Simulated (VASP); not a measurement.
Write the native input for VASP 6.6.1 that does the following.

```
Task                   : single point
Functional             : PBEsol
Potentials or basis    : VASP PAW PBE potentials, release 64 (K_sv, I)
Cutoff                 : 520 eV
k mesh                 : 8 × 8 × 8
Occupations            : fermi-dirac, width 0.01 eV
Spin                   : no spin polarisation
Dipole correction      : no
Further INCAR settings : ALGO = Normal; EDIFF = 1e-06; NBANDS = 15
```

The structure of KI lies in POSCAR:

```
KI
1.0
    0.0000000000      3.5362595545      3.5362595545
    3.5362595545      0.0000000000      3.5362595545
    3.5362595545      3.5362595545      0.0000000000
K I
1 1
Direct
    0.0000000000      0.0000000000      0.0000000000
    0.5000000000      0.5000000000      0.5000000000
```

This cell differs from its parent crystal: volume scaled by 1.01.

These files were run (other wordings do the same):

INCAR

```
PREC = Accurate ; ENCUT = 520
EDIFF = 1E-6 ; ISMEAR = -1
SIGMA = 0.01 ; LREAL = False
LASPH = True ; NELM = 80
ALGO = Normal ; ISIF = 2
LWAVE = False ; LCHARG = False
GGA = PS ; NBANDS = 15
```

KPOINTS

```
regular mesh
0
Gamma
  8 8 8
```

Potentials or basis: VASP PAW PBE potentials, release 64 (K_sv, I).

Launch:

```console
$ cat potpaw_PBE.64/K_sv/POTCAR potpaw_PBE.64/I/POTCAR > POTCAR
$ mpirun -np 1 vasp_std > vasp.out
```

Results of the run:

- Pressure: -0.3 GPa
- Band gap on the k mesh: 3.81 eV, direct

Caveat: the PAW data sets were made with another functional, which shifts forces and pressure a little; spin-orbit coupling is left out, which moves the levels of the heavy elements.

Wall time 38 s on 1 thread of Intel(R) Xeon(R) Platinum 8259CL CPU @ 2.50GHz (Skylake/Cascade Lake), on a shared host, peak memory 0.24 GiB.
